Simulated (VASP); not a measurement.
Write the native input for VASP 6.6.1 that does the following.

- Task: single point
- Functional: PBE
- Potentials or basis: VASP PAW PBE potentials, release 64 (Zn, S)
- Cutoff: 520 eV
- k mesh: 8 × 8 × 2
- Occupations: gaussian, width 0.05 eV
- Spin: no spin polarisation
- Dipole correction: no
- Further INCAR settings: ALGO = Normal; EDIFF = 1e-06; NBANDS = 46

The structure of ZnS lies in POSCAR:

```
ZnS
1.0
   -3.8467234434      0.0000000000      0.0000000000
   -1.9233617217     -3.3313602233      0.0000000000
    0.0000000000      0.0000000000     12.4402250239
Zn S
4 4
Direct
    0.0000000000      0.0000000000      0.6641631903
    0.0000000000      0.0000000000      0.1581343604
    0.3333333333      0.3333333333      0.9171514605
    0.6666666667      0.6666666667      0.4111226307
    0.0000000000      0.0000000000      0.8536602095
    0.0000000000      1.0000000000      0.3476313797
    0.3333333333      0.3333333333      0.0949668773
    0.6666666667      0.6666666667      0.6009957072
```

This cell differs from its parent crystal: the distance across one plane changed.

The input as run:

INCAR

```
  PREC = Accurate
  ENCUT = 520
  EDIFF = 1E-6
  ISMEAR = 0
  SIGMA = 0.05
  LREAL = False
  LASPH = True
  NELM = 60
  ALGO = Normal
  ISIF = 2
  LWAVE = False
  LCHARG = False
  GGA = PE
  NBANDS = 46
```

KPOINTS

```
Automatic mesh
0
Gamma
  8 8 2
```

Potentials or basis: VASP PAW PBE potentials, release 64 (Zn, S).

Command:

```sh
$ cat potpaw_PBE.64/Zn/POTCAR potpaw_PBE.64/S/POTCAR > POTCAR
$ mpirun -np 1 vasp_std > vasp.out
```

It gave:

```yaml
Pressure: 1.3 GPa
Largest_force: 1.146 eV/Å
Band_gap_on_the_k_mesh: 2.08 eV
```

Caveat: the cell differs from its parent crystal (the distance across one plane changed); forces of over 1 eV/Å act on the atoms, so gaps and moduli don't describe the material at rest.

Run time: 120 s on 1 thread of AMD EPYC 9R45 96-Core Processor (Zen 5), with other jobs on the host, peak memory 0.3 GiB.
